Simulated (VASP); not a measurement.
A run of VASP 6.6.1:

File INCAR:

```
PREC = Accurate
ENCUT = 520
EDIFF = 1E-6
ISMEAR = 0
SIGMA = 0.15
LREAL = F
LASPH = T
NELM = 80
ALGO = Normal
ISIF = 2
LWAVE = F
LCHARG = F
GGA = PS
NBANDS = 11
```

KPOINTS

```
regular mesh
0
Gamma
  14 14 14
```

File POSCAR:

```
Ca
1.0
    0.0000000000      2.7942000000      2.7942000000
    2.6824320000      0.0000000000      2.7942000000
    2.6824320000      2.7942000000      0.0000000000
Ca
1
Direct
    0.0000000000      0.0000000000      0.0000000000
```

Potentials or basis: VASP PAW PBE potentials, release 64 (Ca_sv).

The run is started by

```sh
$ cat potpaw_PBE.64/Ca_sv/POTCAR > POTCAR
$ mpirun -np 1 vasp_std > vasp.out
```

Hardware: 1 thread of Intel(R) Xeon(R) 6975P-C (Granite Rapids), on a shared host.

Q: How long does it take, and how much memory?

A: Run time: 50 s on 1 thread of Intel(R) Xeon(R) 6975P-C (Granite Rapids) (shared host), peak memory 0.24 GiB. Counts: scf iterations 10, k points 244.
